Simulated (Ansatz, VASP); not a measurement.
# Two plane-wave programs on BN

```
CELL_PARAMETERS angstrom
4.12211 0.00000 0.00000
0.00000 4.12211 0.00000
0.00000 0.00000 3.31776
ATOMIC_POSITIONS crystal
B 0.24225 0.00000 0.50000
B 0.75775 0.00000 0.50000
B 0.00000 0.24225 0.50000
B 0.00000 0.75775 0.50000
N 0.50000 0.00000 0.78742
N 0.00000 0.50000 0.78742
N 0.50000 0.00000 0.21258
N 0.00000 0.50000 0.21258
```

Alike in both runs: task relaxation of cell and atoms; functional PBE; k mesh 4 × 4 × 6; occupations gaussian, width 0.1 eV; no spin polarisation.

|  | VASP | Ansatz |
| --- | --- | --- |
| version | VASP 6.6.1 | Ansatz 0.2.0 |
| potentials or method | VASP PAW PBE potentials, release 64 (B, N), cutoff 600 eV | scalar-relativistic, plane waves, PAW |
| valence electrons in the cell | 32 | 32 |

Ansatz gave:

```
gap on the k mesh at the Fermi level, each at its own relaxed structure (eV) : none
relaxed volume (Å³/atom)                                                     : 9.63
relaxed cell length with the largest relative difference (Å)                 : 4.771
```

Q: Which values does VASP return?

A: gap on the k mesh at the Fermi level, each at its own relaxed structure (eV): none; relaxed volume (Å³/atom): 9.58; relaxed cell length with the largest relative difference (Å): 4.759.

A gap of «none» marks a metal or a gap that the smearing closes.

The k mesh is coarse, so the values compare programs but aren't converged. Noted on VASP's run: the volume moved by over 15 % at a fixed basis, so the end points are rough.
